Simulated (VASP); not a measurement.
# RuS (Fm-3m) in VASP: further runs

The runs below take RuS through single point, with r2SCAN.

Everything below comes from runs of VASP 6.6.1. Logs are shortened: lines on timing, memory, paths and dates and some standing lists are left out, and cuts for length are marked.

### 1 The cell of the first run

The structure is cubic, space group Fm-3m (No. 225). The conventional cell has a = 4.831 Å, b = 4.831 Å, c = 4.831 Å, α = 90.00°, β = 90.00°, γ = 90.00°. Ru (site symmetry m-3m) has 6 S at 2.42 Å within 3.2 Å. Within 3.2 Å of S (site symmetry m-3m) lie 6 Ru at 2.42 Å.

### 2 Single point, r2SCAN (14.09 Å³/atom)

Input file POSCAR:

```
RuS
1.0
    0.0000000000      2.4155483897      2.4155483897
    2.4155483897      0.0000000000      2.4155483897
    2.4155483897      2.4155483897      0.0000000000
Ru S
1 1
Direct
    0.5000000000      0.5000000000      0.5000000000
    0.0000000000      0.0000000000      0.0000000000
```

Input file INCAR.step1:

```
SYSTEM = RuS
ALGO = Normal
EDIFF = 1E-4
ENCUT = 520
GGA = PE
ISMEAR = 0
LASPH = .True.
LCHARG = .False.
LREAL = .False.
LWAVE = .True.
NBANDS = 17
NELM = 100
PREC = Accurate
SIGMA = 0.05
```

Input file INCAR.step2:

```
SYSTEM = RuS
ALGO = Normal
EDIFF = 1E-6
ENCUT = 520
ISIF = 2
ISMEAR = 0
ISTART = 1
LASPH = .True.
LCHARG = .False.
LMIXTAU = .True.
LREAL = .False.
LWAVE = .False.
METAGGA = R2SCAN
NBANDS = 17
NELM = 100
PREC = Accurate
SIGMA = 0.05
```

Input file KPOINTS:

```
k-points
0
Gamma
  12 12 12
  0 0 0
```

Potentials or basis: VASP PAW PBE potentials, release 64 (Ru_pv, S).

Run with:

```sh
> cat potpaw_PBE.64/Ru_pv/POTCAR potpaw_PBE.64/S/POTCAR > POTCAR
> cp INCAR.step1 INCAR
> mpirun -np 1 vasp_std > vasp.out
> cp INCAR.step2 INCAR
> mpirun -np 1 vasp_std > vasp.out
```

OUTCAR:

```text
SYSTEM = RuS
   EDIFF = 1E-6
   ENCUT = 520
   ISIF = 2
   ISMEAR = 0
   ISTART = 1
   LASPH = .True.
   LREAL = .False.
   METAGGA = R2SCAN
   NELM = 100
   PREC = Accurate

 ion  position               nearest neighbor table
   1  0.500  0.500  0.500-   2 2.42   2 2.42   2 2.42   2 2.42   2 2.42   2 2.42
   2  0.000  0.000  0.000-   1 2.42   1 2.42   1 2.42   1 2.42   1 2.42   1 2.42

  LATTYP: Found a face centered cubic cell.
 ALAT       =     4.8310967794

  Lattice vectors:

 A1 = (   0.0000000000,   2.4155483897,   2.4155483897)
 A2 = (   2.4155483897,   0.0000000000,   2.4155483897)
 A3 = (   2.4155483897,   2.4155483897,   0.0000000000)

Analysis of symmetry for initial positions (statically):
=====================================================================
 Subroutine PRICEL returns:
 Original cell was already a primitive cell.

 Routine SETGRP: Setting up the symmetry group for a
 face centered cubic supercell.

 Subroutine GETGRP returns: Found 48 space group operations
 (whereof 48 operations were pure point group operations)
 out of a pool of 48 trial point group operations.

The static configuration has the point symmetry O_h .

Analysis of symmetry for dynamics (positions and initial velocities):
=====================================================================
 Subroutine PRICEL returns:
 Original cell was already a primitive cell.

 Routine SETGRP: Setting up the symmetry group for a
 face centered cubic supercell.

 Subroutine GETGRP returns: Found 48 space group operations
 (whereof 48 operations were pure point group operations)
 out of a pool of 48 trial point group operations.

The dynamic configuration has the point symmetry O_h .

 Subroutine INISYM returns: Found 48 space group operations
 (whereof 48 operations are pure point group operations),
 and found     1 'primitive' translations

----------------------------------------------------------------------------------------

                                     Primitive cell

  volume of cell :      28.1888

  direct lattice vectors                    reciprocal lattice vectors
     0.000000000  2.415548390  2.415548390    -0.206992334  0.206992334  0.206992334
     2.415548390  0.000000000  2.415548390     0.206992334 -0.206992334  0.206992334
     2.415548390  2.415548390  0.000000000     0.206992334  0.206992334 -0.206992334

  length of vectors
     3.416101293  3.416101293  3.416101293     0.358521240  0.358521240  0.358521240

  position of ions in fractional coordinates (direct lattice)
     0.500000000  0.500000000  0.500000000
     0.000000000  0.000000000  0.000000000

  ion indices of the primitive-cell ions
   primitive index   ion index
                 1           1
                 2           2

----------------------------------------------------------------------------------------

 KPOINTS: k-points

Automatic generation of k-mesh.
 Grid dimensions read from file:
 generate k-points for:   12   12   12

 Generating k-lattice:

  Cartesian coordinates                     Fractional coordinates (reciprocal lattice)
    -0.017249361  0.017249361  0.017249361     0.083333333  0.000000000  0.000000000
     0.017249361 -0.017249361  0.017249361     0.000000000  0.083333333  0.000000000
     0.017249361  0.017249361 -0.017249361     0.000000000  0.000000000  0.083333333

  Length of vectors
     0.029876770  0.029876770  0.029876770

  Shift w.r.t. Gamma in fractional coordinates (k-lattice)
     0.000000000  0.000000000  0.000000000

 Subroutine IBZKPT returns following result:
 ===========================================

 Found     72 irreducible k-points:

 Following reciprocal coordinates:
            Coordinates               Weight
  0.000000  0.000000  0.000000      1.000000
  0.083333  0.000000  0.000000      8.000000
  0.166667  0.000000  0.000000      8.000000
  0.250000  0.000000  0.000000      8.000000
  0.333333  0.000000  0.000000      8.000000
  0.416667  0.000000  0.000000      8.000000
[... 16 lines left out ...]
  0.500000  0.166667  0.000000     24.000000
 -0.416667  0.166667  0.000000     24.000000
 [... further k-points ...]
   k-points           NKPTS =     72   k-points in BZ     NKDIM =     72   number of bands    NBANDS=     17
   number of dos      NEDOS =    301   number of ions     NIONS =      2
   total plane-waves  NPLWV =  21952
   dimension x,y,z NGX =    28 NGY =   28 NGZ =   28
   dimension x,y,z NGXF=    56 NGYF=   56 NGZF=   56
   ions per type =               1   1
   NGX,Y,Z   is equivalent  to a cutoff of  13.63, 13.63, 13.63 a.u.
   NGXF,Y,Z  is equivalent  to a cutoff of  27.25, 27.25, 27.25 a.u.
 SYSTEM =  RuS
   PREC   = accura    normal or accurate (medium, high low for compatibility)
   ISTART =      1    job   : 0-new  1-cont  2-samecut
   ICHARG =      0    charge: 1-file 2-atom 10-const
   ISPIN  =      1    spin polarized calculation?
   LNONCOLLINEAR =      F non collinear calculations
   LSORBIT =      F    spin-orbit coupling
   LASPH  =      T    aspherical Exc in radial PAW
   ENCUT  =  520.0 eV  38.22 Ry    6.18 a.u.   6.35  6.35  6.35*2*pi/ulx,y,z
   NELM   =    100;   NELMIN=  2; NELMDL=  0     # of ELM steps
   EDIFF  = 0.1E-05   stopping-criterion for ELM
   LREAL  =      F    real-space projection
   EDIFFG = 0.1E-04   stopping-criterion for IOM
   NSW    =      0    number of steps for IOM
   IBRION =     -1    ionic relax: 0-MD 1-quasi-New 2-CG
   NFREE  =      0    steps in history (QN), initial steepest desc. (CG)
   ISIF   =      2    stress and relaxation
   ISYM   =      2    0-nonsym 1-usesym 2-fastsym
   POTIM  = 0.5000    time-step for ionic-motion
   TEBEG  =    0.0;   TEEND  =   0.0 temperature during run
   PSTRESS=    0.0 pullay stress
   NELECT =      20.0000    total number of electrons
   NUPDOWN=      -1.0000    fix difference up-down
   EMIN   =  10.00;   EMAX   =-10.00  energy-range for DOS
   EFERMI =   0.00;   METHOD = LEGACY
   ISMEAR =     0;   SIGMA  =   0.05  broadening in eV -4-tet -1-fermi 0-gaus
   EFERMI_NEDOS =   21; number of points for ismear=-14 and -15
   IALGO  =     38    algorithm
   IMIX   =      4    mixing-type and parameters
     AMIX     =   0.40;   BMIX     =  1.00
     AMIX_MAG =   1.60;   BMIX_MAG =  1.00
  volume/ion in A,a.u.               =      14.09        95.11
  Fermi-wavevector in a.u.,A,eV,Ry     =   1.460133  2.759251 29.007464  2.131988
  Thomas-Fermi vector in A             =   2.576618
   LORBIT       =      0    0 simple, 1 ext, 2 COOP (PROOUT), +10 PAW based schemes
   METAGGA = R2SCAN    functional components
   LHFCALC =     F    Hartree Fock is set to
   AEXX    =    0.0000 exact exchange contribution
   IVDW    =     0    specifies the selected vdW correction
   LEPSILON=     F    determine dielectric tensor
   LRPA    =     F    only Hartree local field effects (RPA)
 non-spin polarized calculation
 Gauss-broadening in eV      SIGMA  =   0.05
  energy-cutoff  :      520.00
  volume of cell :       28.19
 maximum number of plane-waves:       769
 NGX is ok and might be reduce to    28
   NGX = 13   NGY = 13   NGZ = 13

 number of electron      20.0000003 magnetization

 Free energy of the ion-electron system (eV)
  ---------------------------------------------------
  ext. energy  EPLUGINS =         0.00000000
  ---------------------------------------------------
  free energy    TOTEN  =       -32.93970603 eV

  energy without entropy =      -32.93192318  energy(sigma->0) =      -32.93581461

 E-fermi :  10.8313     XC(G=0): -13.3990

 val. band max:       10.8311490526   @ k =   0.3333   0.2500   0.0000
 cond. band min:      10.8321948189   @ k =  -0.1667   0.2500   0.0833
 fundamental gap:      0.0010457663
 Fermi energy:        10.8313385854

 k-point     1 :       0.0000    0.0000    0.0000
  band No.  band energies     occupation
      1     -32.7755      2.00000
      2     -32.7755      2.00000
      3     -32.7755      2.00000
      4      -5.9194      2.00000
      5       8.1429      2.00000
      6       8.1429      2.00000
[... 9 lines left out ...]
     16      23.8100      0.00000
     17      23.8100      0.00000

 k-point     2 :       0.0833    0.0000    0.0000
  band No.  band energies     occupation
      1     -32.7833      2.00000
      2     -32.7764      2.00000
      3     -32.7764      2.00000
      4      -5.8118      2.00000
      5       7.3192      2.00000
      6       7.3569      2.00000
[... 9 lines left out ...]
     16      23.6000      0.00000
     17      23.6000      0.00000

 k-point     3 :       0.1667    0.0000    0.0000
  band No.  band energies     occupation
      1     -32.8045      2.00000
      2     -32.7789      2.00000
      3     -32.7789      2.00000
      4      -5.5014      2.00000
      5       6.0438      2.00000
      6       6.3850      2.00000
[... 9 lines left out ...]
     16      22.8541      0.00000
     17      22.8541      0.00000

 k-point     4 :       0.2500    0.0000    0.0000
  band No.  band energies     occupation
      1     -32.8334      2.00000
      2     -32.7823      2.00000
      3     -32.7823      2.00000
      4      -5.0287      2.00000
      5       4.6955      2.00000
      6       5.6065      2.00000
[... 9 lines left out ...]
     16      21.5715      0.00000
     17      21.5715      0.00000
[... 343 lines left out ...]
      1     -32.8651      2.00000
      2     -32.7994      2.00000
      3     -32.7963      2.00000
      4      -4.2631      2.00000
      5       3.2852      2.00000
      6       4.8787      2.00000
[... 9 lines left out ...]
     16      21.0823      0.00000
     17      21.8649      0.00000

 k-point    23 :       0.5000    0.1667    0.0000
  band No.  band energies     occupation
      1     -32.8777      2.00000
      2     -32.8051      2.00000
      3     -32.7960      2.00000
      4      -3.9416      2.00000
      5       2.8527      2.00000
      6       4.5891      2.00000
[... 9 lines left out ...]
     16      21.0822      0.00000
     17      22.0148      0.00000

 k-point    24 :      -0.4167    0.1667    0.0000
  band No.  band energies     occupation
      1     -32.8790      2.00000
      2     -32.8089      2.00000
      3     -32.7934      2.00000
      4      -3.8671      2.00000
      5       2.7269      2.00000
      6       4.6286      2.00000
[... 9 lines left out ...]
     16      21.0820      0.00000
     17      22.2440      0.00000

 [... further k-points ...]
[... 5 lines left out ...]
  --------------------------------------------------------------------------------------
  -------------------------------------------------------------------------------------
  Total        1.4229681      1.4229681      1.4229681     -0.0000000      0.0000000     -0.0000000
  in kB       80.8776500     80.8776500     80.8776500     -0.0000000      0.0000000     -0.0000000
  external PRESSURE =      80.8776500 kB  Pullay stress =       0.0000000 kB

 VOLUME and BASIS-vectors are now :
 -----------------------------------------------------------------------------
  energy-cutoff  :      520.00
  volume of cell :       28.19
      direct lattice vectors                 reciprocal lattice vectors
     0.000000000  2.415548390  2.415548390    -0.206992334  0.206992334  0.206992334
     2.415548390  0.000000000  2.415548390     0.206992334 -0.206992334  0.206992334
     2.415548390  2.415548390  0.000000000     0.206992334  0.206992334 -0.206992334

 POSITION                                       TOTAL-FORCE (eV/Angst)
 -----------------------------------------------------------------------------------
      2.41555      2.41555      2.41555         0.000000      0.000000      0.000000
      0.00000      0.00000      0.00000        -0.000000      0.000000     -0.000000
 -----------------------------------------------------------------------------------
    total drift:                                0.000000      0.000000      0.000000

  FREE ENERGIE OF THE ION-ELECTRON SYSTEM (eV)
  ---------------------------------------------------
  free  energy   TOTEN  =       -32.9397060329 eV

  energy  without entropy=      -32.9319231845  energy(sigma->0) =      -32.93581461
```

Run time: 2.9 min. Hardware: 1 thread of Intel Xeon Platinum 8259CL at 2.50GHz (Skylake/Cascade Lake), shared host; peak memory 0.18 GiB.

Results:

| Property | Result |
| --- | --- |
| Free energy | -32.9397 eV |
| Pressure | 8.1 GPa |
| Band gap on the k mesh | zero (bands 10 and 11 overlap by 2.40 eV) |

Caveat: the cell stands under pressure; an empty level that is flat over the whole mesh can mark a ghost state of the potentials, or a narrow d or f band; the PAW data sets were made with another functional, which shifts forces and pressure a little.

### 3 Single point, r2SCAN (14.39 Å³/atom)

This run uses another cell than the first one, of 14.39 Å³/atom.

Input file POSCAR:

```
RuS
1.0
    0.0000000000      2.4322078705      2.4322078705
    2.4322078705      0.0000000000      2.4322078705
    2.4322078705      2.4322078705      0.0000000000
Ru S
1 1
Direct
    0.5000000000      0.5000000000      0.5000000000
    0.0000000000      0.0000000000      0.0000000000
```

Input file INCAR.step1:

```
SYSTEM = RuS
PREC = Accurate
ENCUT = 520
ISMEAR = 0
SIGMA = 0.05
LREAL = .FALSE.
LASPH = .TRUE.
NELM = 80
NBANDS = 17
GGA = PE
ALGO = Normal
EDIFF = 1E-4
LWAVE = .TRUE.
LCHARG = .FALSE.
```

Input file INCAR.step2:

```
SYSTEM = RuS
PREC = Accurate
ENCUT = 520
EDIFF = 1E-6
ISMEAR = 0
SIGMA = 0.05
LREAL = .FALSE.
LASPH = .TRUE.
NELM = 80
ALGO = Normal
ISIF = 2
LWAVE = .FALSE.
LCHARG = .FALSE.
METAGGA = R2SCAN
LMIXTAU = .TRUE.
NBANDS = 17
ISTART = 1
```

Input file KPOINTS:

```
regular mesh
0
G
  12 12 12
  0 0 0
```

Potentials or basis: VASP PAW PBE potentials, release 64 (Ru_pv, S).

Run with:

```sh
> cat potpaw_PBE.64/Ru_pv/POTCAR potpaw_PBE.64/S/POTCAR > POTCAR
> cp INCAR.step1 INCAR
> mpirun -np 1 vasp_std > vasp.out
> cp INCAR.step2 INCAR
> mpirun -np 1 vasp_std > vasp.out
```

It took 4.2 min on 1 thread of Intel Xeon Platinum 8259CL at 2.50GHz (Skylake/Cascade Lake), shared host; peak memory 0.18 GiB.

It converged, with:

```
Free energy            : -32.9619 eV
Pressure               : 4.0 GPa
Band gap on the k mesh : zero (bands 10 and 11 overlap by 2.37 eV)
```

Levels at points of the mesh, in eV from the Fermi level:
| k point | band 7 | band 8 | band 9 | band 10 | band 11 | band 12 | band 13 | band 14 |
| --- | --- | --- | --- | --- | --- | --- | --- | --- |
| (0.00, 0.00, 0.00) | -2.58 | -2.23 | -2.23 | -2.23 | -2.22 | -2.22 | 5.36 | 10.28 |
| (0.50, 0.00, 0.00) | -6.10 | -0.71 | -0.71 | 0.13 | 4.12 | 4.70 | 4.70 | 7.53 |
| (0.50, 0.50, 0.00) | -3.86 | -3.86 | -1.39 | -0.20 | -0.20 | 1.25 | 3.89 | 10.28 |

Caveat: the cell stands under pressure; an empty level that is flat over the whole mesh can mark a ghost state of the potentials, or a narrow d or f band; the PAW data sets were made with another functional, which shifts forces and pressure a little.

[end of part 1 of 2]

The gap in the log of VASP goes by the Fermi energy; the results here count the filled bands.